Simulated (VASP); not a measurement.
# Cd (Pm-3m) in VASP: a series of runs, part 2 of 2

VASP 6.6.1. Earlier steps stand in the parts before.

## Step 5: Single point, LDA

This run uses another cell than the first one, of 23.31 Å³/atom, 1.240 times its volume.

Contents of INCAR:

```
SYSTEM = Cd
ALGO = Normal
EDIFF = 1E-6
ENCUT = 520
ISIF = 2
ISMEAR = -1
LASPH = .True.
LCHARG = .False.
LREAL = .False.
LWAVE = .False.
NBANDS = 12
NELM = 60
PREC = Accurate
SIGMA = 0.05
```

Contents of KPOINTS:

```
k-points
0
Gamma
  8 8 8
  0 0 0
```

Contents of POSCAR:

```
Cd
1.0
    2.8565424647      0.0000000000      0.0000000000
    0.0000000000      2.8565424647      0.0000000000
    0.0000000000      0.0000000000      2.8565424647
Cd
1
Direct
    0.0000000000      0.0000000000      0.0000000000
```

Potentials or basis: VASP PAW LDA potentials, release 64 (Cd).

On the command line:

```console
> cat potpaw_LDA.64/Cd/POTCAR > POTCAR
> mpirun -np 1 vasp_std > vasp.out
```

OUTCAR:

```text
SYSTEM = Cd
   EDIFF = 1E-6
   ENCUT = 520
   ISIF = 2
   ISMEAR = -1
   LASPH = .True.
   LREAL = .False.
   NELM = 60
   PREC = Accurate

 ion  position               nearest neighbor table
   1  0.000  0.000  0.000-

  LATTYP: Found a simple cubic cell.
 ALAT       =     2.8565424647

  Lattice vectors:

 A1 = (   2.8565424647,   0.0000000000,   0.0000000000)
 A2 = (   0.0000000000,   2.8565424647,   0.0000000000)
 A3 = (   0.0000000000,   0.0000000000,   2.8565424647)

Analysis of symmetry for initial positions (statically):
=====================================================================
 Subroutine PRICEL returns:
 Original cell was already a primitive cell.

 Routine SETGRP: Setting up the symmetry group for a
 simple cubic supercell.

 Subroutine GETGRP returns: Found 48 space group operations
 (whereof 48 operations were pure point group operations)
 out of a pool of 48 trial point group operations.

The static configuration has the point symmetry O_h .

Analysis of symmetry for dynamics (positions and initial velocities):
=====================================================================
 Subroutine PRICEL returns:
 Original cell was already a primitive cell.

 Routine SETGRP: Setting up the symmetry group for a
 simple cubic supercell.

 Subroutine GETGRP returns: Found 48 space group operations
 (whereof 48 operations were pure point group operations)
 out of a pool of 48 trial point group operations.

The dynamic configuration has the point symmetry O_h .

 Subroutine INISYM returns: Found 48 space group operations
 (whereof 48 operations are pure point group operations),
 and found     1 'primitive' translations

----------------------------------------------------------------------------------------

                                     Primitive cell

  volume of cell :      23.3089

  direct lattice vectors                    reciprocal lattice vectors
     2.856542465  0.000000000  0.000000000     0.350073564  0.000000000  0.000000000
     0.000000000  2.856542465  0.000000000     0.000000000  0.350073564  0.000000000
     0.000000000  0.000000000  2.856542465     0.000000000  0.000000000  0.350073564
[... 107 lines left out ...]
   GGA     = CA    functional components
   LHFCALC =     F    Hartree Fock is set to
   AEXX    =    0.0000 exact exchange contribution
   IVDW    =     0    specifies the selected vdW correction
   LEPSILON=     F    determine dielectric tensor
   LRPA    =     F    only Hartree local field effects (RPA)
 non-spin polarized calculation
  energy-cutoff  :      520.00
  volume of cell :       23.31
 maximum number of plane-waves:       647
 NGX is ok and might be reduce to    24
   NGX = 11   NGY = 11   NGZ = 11

 number of electron      12.0000001 magnetization

 Free energy of the ion-electron system (eV)
  ---------------------------------------------------
  ext. energy  EPLUGINS =         0.00000000
  ---------------------------------------------------
  free energy    TOTEN  =        -1.35413304 eV

  energy without entropy =       -1.35229271  energy(sigma->0) =       -1.35321288

 E-fermi :   2.2553     XC(G=0): -10.8858

 val. band max:        1.8294041950   @ k =   0.5000   0.3750   0.1250
 cond. band min:       2.3320036935   @ k =   0.5000   0.3750   0.0000
 fundamental gap:      0.5025994985
 Fermi energy:         2.2553045705

 k-point     1 :       0.0000    0.0000    0.0000
  band No.  band energies     occupation
      1      -7.8703      2.00000
      2      -7.8703      2.00000
      3      -6.2978      2.00000
      4      -6.0920      2.00000
      5      -6.0920      2.00000
      6      -6.0920      2.00000
      7      12.5879      0.00000
      8      12.5879      0.00000
      9      12.5879      0.00000
     10      16.5436      0.00000
     11      16.5436      0.00000
     12      17.5748      0.00000
[... 331 lines left out ...]
 k-point    24 :       0.5000    0.3750    0.1250
  band No.  band energies     occupation
      1      -7.4733      2.00000
      2      -7.1334      2.00000
      3      -6.6976      2.00000
      4      -6.6060      2.00000
      5      -5.8556      2.00000
      6       1.8294      1.99960
      7       2.7257      0.00016
      8       7.1293      0.00000
      9       9.5560      0.00000
     10      17.4028      0.00000
     11      17.4879      0.00000
     12      21.4843      0.00000

 [... further k-points ...]
[... 5 lines left out ...]
  --------------------------------------------------------------------------------------
  -------------------------------------------------------------------------------------
  Total        0.0794738      0.0794738      0.0794738      0.0000000     -0.0000000      0.0000000
  in kB        5.4627627      5.4627627      5.4627627      0.0000000     -0.0000000      0.0000000
  external PRESSURE =       5.4627627 kB  Pullay stress =       0.0000000 kB

 VOLUME and BASIS-vectors are now :
 -----------------------------------------------------------------------------
  energy-cutoff  :      520.00
  volume of cell :       23.31
      direct lattice vectors                 reciprocal lattice vectors
     2.856542465  0.000000000  0.000000000     0.350073564  0.000000000  0.000000000
     0.000000000  2.856542465  0.000000000     0.000000000  0.350073564  0.000000000
     0.000000000  0.000000000  2.856542465     0.000000000  0.000000000  0.350073564

 POSITION                                       TOTAL-FORCE (eV/Angst)
 -----------------------------------------------------------------------------------
      0.00000      0.00000      0.00000         0.000000      0.000000      0.000000
 -----------------------------------------------------------------------------------
    total drift:                                0.000000     -0.000000      0.000000

  FREE ENERGIE OF THE ION-ELECTRON SYSTEM (eV)
  ---------------------------------------------------
  free  energy   TOTEN  =        -1.3541330383 eV

  energy  without entropy=       -1.3522927133  energy(sigma->0) =       -1.35321288
```

stdout:

```text
POSCAR found type information on POSCAR Cd
 POSCAR found :  1 types and       1 ions
 scaLAPACK will be used
 LDA part: xc-table for (Slater(with rela. corr.)+CA(PZ))
 , standard interpolation
 POSCAR, INCAR and KPOINTS ok, starting setup
 FFT: planning ... GRIDC
 FFT: planning ... GRID_SOFT
 FFT: planning ... GRID
 WAVECAR not read
 entering main loop
```

Wall time 8.7 s (1 thread of Intel Xeon 6975P-C, shared host); peak memory 0.13 GiB.

Results:

- Free energy: -1.3541 eV
- Pressure: 0.5 GPa
- Band gap on the k mesh: zero (band 6 reaches 6.86 eV, above the bottom of band 7 at -0.51 eV)

## Step 6: Relaxation of cell and atoms, LDA

This run uses another cell than the first one, of 23.64 Å³/atom, 1.258 times its volume.

Contents of INCAR:

```
PREC = Accurate
ENCUT = 600
EDIFF = 1E-6
ISMEAR = -1
SIGMA = 0.05
LREAL = F
LASPH = T
NELM = 80
ALGO = Normal
ISIF = 3
LWAVE = F
LCHARG = F
IBRION = 2
NSW = 80
EDIFFG = -0.01
```

Contents of KPOINTS:

```
regular mesh
0
Gamma
  8 8 8
```

Contents of POSCAR:

```
Cd
1.0
    2.8700000000      0.0000000000      0.0000000000
    0.0000000000      2.8700000000      0.0000000000
    0.0000000000      0.0000000000      2.8700000000
Cd
1
Direct
    0.0000000000      0.0000000000      0.0000000000
```

Potentials or basis: VASP PAW LDA potentials, release 64 (Cd).

On the command line:

```console
> cat potpaw_LDA.64/Cd/POTCAR > POTCAR
> mpirun -np 1 vasp_std > vasp.out
```

Run time: 12 s. Hardware: 1 thread of Intel Xeon 6975P-C, shared host; peak memory 0.13 GiB.

The run converged. Its results:

```
Free energy                            : -1.3543 eV
Relaxed volume                         : 23.49 Å³/atom
Relaxed cell                           : a = 2.864 Å, b = 2.864 Å, c = 2.864 Å, α = 90.00°, β = 90.00°, γ = 90.00°
Space group after relaxing (to 0.05 Å) : Pm-3m (No. 221)
Energy gained by relaxing              : 0.1 meV/atom
Ionic steps                            : 2
Pressure after relaxing                : 0.0 GPa
Band gap on the k mesh                 : zero (band 6 reaches 6.79 eV, above the bottom of band 7 at -0.53 eV)
```

The path:
```tsv
step	energy change (eV)	largest force (eV/Å)	pressure (GPa)	volume (Å³)
1	0.0000	0.0000	-0.31	23.64
2	-0.0001	0.0000	0.05	23.49
```

Final structure:
```
CELL_PARAMETERS angstrom
2.86373 0.00000 0.00000
0.00000 2.86373 0.00000
0.00000 0.00000 2.86373
ATOMIC_POSITIONS crystal
Cd 0.00000 0.00000 0.00000
```

Levels at points of the mesh, in eV from the Fermi level:
| k point | band 4 | band 5 | band 6 | band 7 | band 8 | band 9 |
| --- | --- | --- | --- | --- | --- | --- |
| (0.00, 0.00, 0.00) | -8.35 | -8.35 | -8.35 | 10.28 | 10.28 | 10.28 |
| (0.50, 0.00, 0.00) | -8.88 | -8.30 | -2.88 | -2.74 | 14.56 | 14.56 |
| (0.50, 0.50, 0.00) | -8.79 | -7.89 | 0.87 | 0.87 | 2.16 | 5.87 |
| (0.50, 0.50, 0.50) | -7.86 | -7.86 | 4.58 | 4.58 | 4.58 | 8.44 |

## Step 7: Summary

| task | cell | cutoff (eV) | gap on the mesh (eV) | pressure (GPa) |
| --- | --- | --- | --- | --- |
| single point | a = 2.659 Å, 1 atom | 520 | none | 21.5 |
| single point | a = 2.733 Å, 1 atom | 520 | none | 11.0 |
| single point | a = 2.785 Å, 1 atom | 520 | none | 5.8 |
| single point | a = 2.857 Å, 1 atom | 520 | none | 0.5 |
| relaxation of cell and atoms | relaxed from a = 2.870 Å, 1 atom | 600 | none | 0.0 |

Alike in all rows: level LDA; potentials or basis VASP PAW LDA potentials, release 64 (Cd); no spin polarisation; k mesh 8 × 8 × 8; smearing fermi-dirac 0.05 eV.

Total energies depend on the potentials used, so only differences within one code and one set of settings carry meaning.
